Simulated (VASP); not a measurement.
# Ti (P6_3/mmc) in VASP: settings compared, part 2 of 2

VASP 6.6.1.

## (3) Relaxation of cell and atoms, PBEsol

Input file INCAR:

```
PREC = Accurate ; ENCUT = 600
EDIFF = 1E-6 ; ISMEAR = -1
SIGMA = 0.05 ; LREAL = F
LASPH = T ; NELM = 100
ALGO = Normal ; ISIF = 3
LWAVE = F ; LCHARG = F
GGA = PS ; IBRION = 2
NSW = 60 ; EDIFFG = -0.01
```

Input file KPOINTS:

```
Automatic mesh
0
Gamma
  10 10 6
```

Input file POSCAR:

```
Ti
1.0
    2.9500000000      0.0000000000      0.0000000000
   -1.4750000000      2.5547749412      0.0000000000
    0.0000000000      0.0000000000      4.6800000000
Ti
2
Direct
    0.6666666667      0.3333333333      0.7500000000
    0.3333333333      0.6666666667      0.2500000000
```

Potentials or basis: VASP PAW PBE potentials, release 64 (Ti_sv).

Run with:

```
> cat potpaw_PBE.64/Ti_sv/POTCAR > POTCAR
> mpirun -np 1 vasp_std > vasp.out
```

It took 2.1 min on 1 thread of Intel Xeon Platinum 8488C (Sapphire Rapids), shared host; peak memory 0.18 GiB.

It converged, with:

* Free energy: -16.6858 eV
* Relaxed volume: 16.68 Å³/atom
* Relaxed cell: a = 2.902 Å, b = 2.902 Å, c = 4.575 Å, α = 90.00°, β = 90.00°, γ = 120.00°
* Space group after relaxing (to 0.1 Å): P6_3/mmc (No. 194)
* Energy gained by relaxing: 18.4 meV/atom
* Ionic steps: 8
* Pressure after relaxing: 0.0 GPa
* Band gap on the k mesh: zero (bands 12 and 13 overlap by 0.99 eV)

The path:
```tsv
step	energy change (eV)	largest force (eV/Å)	pressure (GPa)	volume (Å³)
1	0.0000	0.0000	-5.89	35.27
2	-0.0170	0.0000	4.99	32.06
3	-0.0367	0.0000	-0.01	33.37
4	-0.0367	0.0000	0.10	33.33
5	-0.0368	0.0000	0.12	33.33
6	-0.0369	0.0000	0.13	33.33
7	-0.0369	0.0000	-0.09	33.40
8	-0.0369	0.0000	0.00	33.36
```

Final structure:
```yaml
crystal:
  lattice:
    - [2.90188, 0.00000, 0.00000]
    - [-1.45094, 2.51310, 0.00000]
    - [0.00000, 0.00000, 4.57461]
  atoms:
    - { symbol: Ti, position: [0.66667, 0.33333, 0.75000] }
    - { symbol: Ti, position: [0.33333, 0.66667, 0.25000] }
```

Levels at points of the mesh, in eV from the Fermi level:
```
           k point  band 8  band 9  band 10  band 11  band 12  band 13  band 14  band 15  band 16
(0.00, 0.00, 0.00)  -32.44   -6.30    -2.79     0.80     0.80     0.95     0.96     1.34     1.34
(0.50, 0.00, 0.00)  -32.52   -2.40    -2.28    -1.94    -0.59     0.46     0.69     1.27     3.52
(0.00, 0.00, 0.50)  -32.50   -4.37    -4.37     0.12     0.12     0.69     0.69     0.69     0.69
(0.50, 0.00, 0.50)  -32.62   -2.65    -2.65    -0.85    -0.85     1.45     1.45     1.80     1.80
```

Caveat: the PAW data sets were made with another functional, which shifts forces and pressure a little.

## (4) Relaxation of cell and atoms, RPBE

Input file INCAR:

```
SYSTEM = Ti
ALGO = Fast ; EDIFF = 1E-7
EDIFFG = -0.01 ; ENCUT = 600
GGA = RP ; IBRION = 2
ISIF = 3 ; ISMEAR = -1
LASPH = .True. ; LCHARG = .False.
LREAL = .False. ; LWAVE = .False.
NELM = 60 ; NSW = 60
PREC = Accurate ; SIGMA = 0.05
```

Input file KPOINTS:

```
k-points
0
Gamma
  10 10 6
  0 0 0
```

POSCAR is that of step 3.

Potentials or basis: VASP PAW PBE potentials, release 64 (Ti_sv).

Run with:

```
> cat potpaw_PBE.64/Ti_sv/POTCAR > POTCAR
> mpirun -np 1 vasp_std > vasp.out
```

OUTCAR:

```text
SYSTEM = Ti
   EDIFF = 1E-7
   EDIFFG = -0.01
   ENCUT = 600
   GGA = RP
   IBRION = 2
   ISIF = 3
   ISMEAR = -1
   LASPH = .True.
   LREAL = .False.
   NELM = 60
   NSW = 60
   PREC = Accurate

 ion  position               nearest neighbor table
   1  0.667  0.333  0.750-   2 2.89   2 2.89   2 2.89   2 2.89   2 2.89   2 2.89
   2  0.333  0.667  0.250-   1 2.89   1 2.89   1 2.89   1 2.89   1 2.89   1 2.89

  LATTYP: Found a hexagonal cell.
 ALAT       =     2.9500000000
 C/A-ratio  =     1.5864406780

  Lattice vectors:

 A1 = (   2.9500000000,   0.0000000000,   0.0000000000)
 A2 = (  -1.4750000000,   2.5547749412,   0.0000000000)
 A3 = (   0.0000000000,   0.0000000000,   4.6800000000)

Analysis of symmetry for initial positions (statically):
=====================================================================
 Subroutine PRICEL returns:
[... 365 lines left out ...]
 E-fermi :   8.1530     XC(G=0): -11.2589

 val. band max:        8.1375060373   @ k =   0.2000   0.0000   0.3333
 cond. band min:       8.1531353061   @ k =   0.1000   0.1000   0.1667
 fundamental gap:      0.0156292688
 Fermi energy:         8.1529920873

 k-point     1 :       0.0000    0.0000    0.0000
  band No.  band energies     occupation
      1     -48.8931      2.00000
      2     -48.7726      2.00000
      3     -25.3777      2.00000
      4     -24.7928      2.00000
      5     -24.7928      2.00000
      6     -24.7365      2.00000
[... 433 lines left out ...]
      3     -25.2375      2.00000
      4     -25.1345      2.00000
      5     -25.0409      2.00000
      6     -24.9264      2.00000
[... 8 lines left out ...]
     15       9.2895      0.00000
     16      11.1105      0.00000

 [... further k-points ...]

------------------------ aborting loop because EDIFF is reached ----------------------------------------

  FORCE on cell =-STRESS in cart. coord.  units (eV):
  Direction    XX          YY          ZZ          XY          YZ          ZX
  --------------------------------------------------------------------------------------
  -------------------------------------------------------------------------------------
  Total        0.0142783      0.0142783     -0.0068608      0.0000000     -0.0000000     -0.0000000
  in kB        0.6405078      0.6405078     -0.3077670      0.0000000     -0.0000000     -0.0000000
  external PRESSURE =       0.3244162 kB  Pullay stress =       0.0000000 kB
[... 17 lines left out ...]
  FREE ENERGIE OF THE ION-ELECTRON SYSTEM (eV)
  ---------------------------------------------------
  free  energy   TOTEN  =       -14.8850061852 eV

  energy  without entropy=      -14.8658236953  energy(sigma->0) =      -14.87541494

 reached required accuracy - stopping structural energy minimisation
```

OSZICAR:

```text
N       E                     dE             d eps       ncg     rms          rms(c)
DAV:   1     0.263437378450E+03    0.26344E+03   -0.14779E+04  1792   0.203E+03
DAV:   2     0.126711456549E+02   -0.25077E+03   -0.24937E+03  1832   0.522E+02
DAV:   3    -0.156195653154E+02   -0.28291E+02   -0.28143E+02  3536   0.141E+02
[... 161 lines left out ...]
RMM:   5    -0.148850054716E+02   -0.62435E-06   -0.66144E-06  2417   0.187E-02    0.111E-03
RMM:   6    -0.148850058259E+02   -0.35429E-06   -0.31706E-06  2185   0.120E-02    0.238E-04
RMM:   7    -0.148850059768E+02   -0.15089E-06   -0.18499E-06  1932   0.790E-03    0.217E-04
RMM:   8    -0.148850060868E+02   -0.10997E-06   -0.13098E-06  1806   0.608E-03    0.229E-04
RMM:   9    -0.148850061852E+02   -0.98430E-07   -0.91974E-07  1727   0.502E-03
   6 F= -.14885006E+02 E0= -.14875415E+02  d E =-.217785E-04
```

Wall time 4.2 min (1 thread of Intel Xeon Platinum 8488C (Sapphire Rapids), shared host); peak memory 0.18 GiB.

Results:

```yaml
Free_energy: -14.8850 eV
Relaxed_volume: 17.86 Å³/atom
Relaxed_cell: a = 2.964 Å, b = 2.964 Å, c = 4.694 Å, α = 90.00°, β = 90.00°, γ = 120.00°
Space_group_after_relaxing_to_0.1_Å: P6_3/mmc (No. 194)
Energy_gained_by_relaxing: 1.0 meV/atom
Ionic_steps: 6
Pressure_after_relaxing: 0.0 GPa
Band_gap_on_the_k_mesh: zero (bands 12 and 13 overlap by 1.02 eV)
```

Stress tensor (GPa, compression positive):
```
 0.06  0.00  0.00
 0.00  0.06  0.00
 0.00  0.00 -0.03
```

Step by step:
| step | energy change (eV) | largest force (eV/Å) | pressure (GPa) | volume (Å³) |
| --- | --- | --- | --- | --- |
| 1 | 0.0000 | 0.0000 | 1.35 | 35.27 |
| 2 | -0.0011 | 0.0000 | -0.84 | 36.04 |
| 3 | -0.0020 | 0.0000 | -0.10 | 35.73 |
| 4 | -0.0020 | 0.0000 | 0.08 | 35.70 |
| 5 | -0.0020 | 0.0000 | 0.05 | 35.72 |
| 6 | -0.0020 | 0.0000 | 0.03 | 35.72 |

Final structure:
```
Ti
1.0
     2.96421    0.00000    0.00000
    -1.48211    2.56708    0.00000
     0.00000    0.00000    4.69367
Ti
2
Direct
  0.66667 0.33333 0.75000
  0.33333 0.66667 0.25000
```

Caveat: the PAW data sets were made with another functional, which shifts forces and pressure a little.

## (5) Single point, PBEsol-based global hybrid with 25 % exact exchange

This run uses another cell than the first one, of 16.58 Å³/atom.

Input file POSCAR:

```
Ti
1.0
    2.8897790207      0.0000000000      0.0000000000
   -1.4448895104      2.5026220433      0.0000000000
    0.0000000000      0.0000000000      4.5844629888
Ti
2
Direct
    0.6666666667      0.3333333333      0.7500000000
    0.3333333333      0.6666666667      0.2500000000
```

Input file INCAR.step1:

```
SYSTEM = Ti
  PREC = Accurate
  ENCUT = 520
  EDIFF = 1E-5
  ISMEAR = -1
  SIGMA = 0.05
  LREAL = .FALSE.
  LASPH = .TRUE.
  NELM = 60
  ALGO = Normal
  ISIF = 2
  LWAVE = .TRUE.
  NBANDS = 19
  GGA = PE
```

Input file INCAR.step2:

```
SYSTEM = Ti
  PREC = Accurate
  ENCUT = 520
  EDIFF = 1E-7
  ISMEAR = -1
  SIGMA = 0.05
  LREAL = .FALSE.
  LASPH = .TRUE.
  NELM = 60
  ALGO = Normal
  ISIF = 2
  LWAVE = .FALSE.
  LCHARG = .TRUE.
  GGA = PS
  LHFCALC = .TRUE.
  AEXX = 0.25
  PRECFOCK = Normal
  LELF = .TRUE.
  LVHAR = .TRUE.
  NBANDS = 19
  ISTART = 1
```

Input file KPOINTS:

```
Automatic mesh
0
G
  5 5 3
  0 0 0
```

Run with:

```
> cat potpaw_PBE.64/Ti_sv/POTCAR > POTCAR
> cp INCAR.step1 INCAR
> mpirun -np 1 vasp_std > vasp.out
> cp INCAR.step2 INCAR
> mpirun -np 1 vasp_std > vasp.out
```

Wall time 20 min (1 thread of Intel Xeon Platinum 8488C (Sapphire Rapids), shared host); peak memory 0.16 GiB.

It converged, with:

- Free energy: -21.6737 eV
- Pressure: -0.3 GPa
- Band gap on the k mesh: zero (bands 12 and 13 overlap by 1.87 eV)

Stress tensor (GPa, compression positive):
```
 0.37  0.00  0.00
 0.00  0.37  0.00
 0.00  0.00 -1.57
```

Levels at points of the mesh, in eV from the Fermi level:
| k point | band 9 | band 10 | band 11 | band 12 | band 13 | band 14 | band 15 | band 16 |
| --- | --- | --- | --- | --- | --- | --- | --- | --- |
| (0.00, 0.00, 0.00) | -8.22 | -4.02 | 0.66 | 1.45 | 1.45 | 1.71 | 2.21 | 2.21 |

Caveat: the k points lie up to 0.50 Å⁻¹ apart, too coarse for converged energies and pressures of a metal; the PAW data sets were made with another functional, which shifts forces and pressure a little.

## (6) Overview

```tsv
task	level	potentials or basis	cell	k mesh	cutoff (eV)	grid for exact exchange (PRECFOCK)	share of exact exchange	gap on the mesh (eV)	pressure (GPa)	relaxed volume (Å³/atom)
relaxation of cell and atoms	LDA	VASP PAW LDA potentials, release 64 (Ti_sv)	relaxed from a = 2.950, b = 2.950, c = 4.680 Å, angles 90.0, 90.0, 120.0°, 2 atoms	10 × 10 × 6	600	-	-	none	0.0	16.06
relaxation of cell and atoms	PBEsol	VASP PAW PBE potentials, release 64 (Ti_sv)	relaxed from a = 2.950, b = 2.950, c = 4.680 Å, angles 90.0, 90.0, 120.0°, 2 atoms	10 × 10 × 6	600	-	-	none	0.0	16.68
relaxation of cell and atoms	RPBE	VASP PAW PBE potentials, release 64 (Ti_sv)	relaxed from a = 2.950, b = 2.950, c = 4.680 Å, angles 90.0, 90.0, 120.0°, 2 atoms	10 × 10 × 6	600	-	-	none	0.0	17.86
single point	PBEsol-based global hybrid with 25 % exact exchange	VASP PAW PBE potentials, release 64 (Ti_sv)	a = 2.890, b = 2.890, c = 4.584 Å, angles 90.0, 90.0, 120.0°, 2 atoms	5 × 5 × 3	520	Normal	0.25	none	-0.3	-
```

Alike in all rows: no spin polarisation; smearing fermi-dirac 0.05 eV.

Caveats: some runs use coarse meshes; the PAW data sets were made with another functional, which shifts forces and pressure a little (at least some runs).

Total energies depend on the potentials used, so only differences within one code and one set of settings carry meaning.

The gap in the log of VASP goes by the Fermi energy; the results here count the filled bands.